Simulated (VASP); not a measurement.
Here is a VASP 6.6.1 calculation.

The input INCAR:

```
SYSTEM = GaTe3W
PREC = Accurate
ENCUT = 520
EDIFF = 1E-6
ISMEAR = 0
SIGMA = 0.1
LREAL = .FALSE.
LASPH = .TRUE.
NELM = 80
ALGO = Normal
ISIF = 2
LWAVE = .FALSE.
LCHARG = .FALSE.
GGA = PE
NBANDS = 30
```

File KPOINTS:

```
regular mesh
0
G
  4 4 2
  0 0 0
```

The input POSCAR:

```
GaTe3W
1.0
    3.8097877785      0.0000000000      0.0000000000
    0.0000000000      3.8097877785      0.0000000000
    0.0000000000      0.0000000000      8.9060672110
Ga Te W
1 3 1
Direct
    0.5000000000      0.5000000000      0.0000000000
    0.0000000000      0.0000000000      0.2911830175
    0.0000000000      0.0000000000      0.7088169825
    0.5000000000      0.5000000000      0.5000000000
    0.0000000000      0.0000000000      0.0000000000
```

Potentials or basis: VASP PAW PBE potentials, release 64 (Ga_d, Te, W_sv).

The run is started by

```bash
$ cat potpaw_PBE.64/Ga_d/POTCAR potpaw_PBE.64/Te/POTCAR potpaw_PBE.64/W_sv/POTCAR > POTCAR
$ mpirun -np 1 vasp_std > vasp.out
```

(1) What does it give for the band gap on the k mesh?

(2) Predict the pressure.

Answers

(1) zero (an odd number of electrons rules out a gap without spin polarisation).

(2) -0.1 GPa.

Caveat: the k points lie up to 0.41 Å⁻¹ apart, too coarse for converged energies and pressures of a metal; spin-orbit coupling is left out, which moves the levels of the heavy elements.
